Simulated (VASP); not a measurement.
Write the native input for VASP 6.6.1 that does the following.

| Property | Result |
| --- | --- |
| Task | single point |
| Functional | LDA |
| Potentials or basis | VASP PAW LDA potentials, release 64 (Mg, Zr_sv) |
| Cutoff | 520 eV |
| k mesh | 6 × 6 × 6 |
| Occupations | methfessel-paxton, width 0.5 eV |
| Spin | no spin polarisation |
| Dipole correction | no |
| Further INCAR settings | ALGO = Normal; EDIFF = 1e-06; NBANDS = 17 |

The structure of Mg3Zr lies in POSCAR:

```
Mg3Zr
1.0
    4.9859230000      0.0000000000      0.0000000000
    2.4929615000      4.3179359793      0.0000000000
    2.4929615000      1.4393119931      4.0709890823
Mg Zr
3 1
Direct
    0.0000000000      0.0000000000      0.0000000000
    0.2500000000      0.2500000000      0.2500000000
    0.7500000000      0.7500000000      0.7500000000
    0.5000000000      0.5000000000      0.5000000000
```

One way to write it, as run:

INCAR

```
SYSTEM = Mg3Zr
PREC = Accurate
ENCUT = 520
EDIFF = 1E-6
ISMEAR = 1
SIGMA = 0.5
LREAL = .False.
LASPH = .True.
NELM = 80
ALGO = Normal
ISIF = 2
LWAVE = .False.
LCHARG = .False.
NBANDS = 17
```

KPOINTS

```
regular mesh
0
Gamma
  6 6 6
  0 0 0
```

Potentials or basis: VASP PAW LDA potentials, release 64 (Mg, Zr_sv).

The run is started by

```sh
$ cat potpaw_LDA.64/Mg/POTCAR potpaw_LDA.64/Zr_sv/POTCAR > POTCAR
$ mpirun -np 1 vasp_std > vasp.out
```

It gave:

The pressure is -3.8 GPa and the band gap on the k mesh is zero (band 9 reaches 4.60 eV, above the bottom of band 10 at 3.87 eV).

Run time: 25 s on 1 thread of Intel(R) Xeon(R) Platinum 8259CL CPU @ 2.50GHz (Skylake/Cascade Lake), on a shared host, peak memory 0.2 GiB.
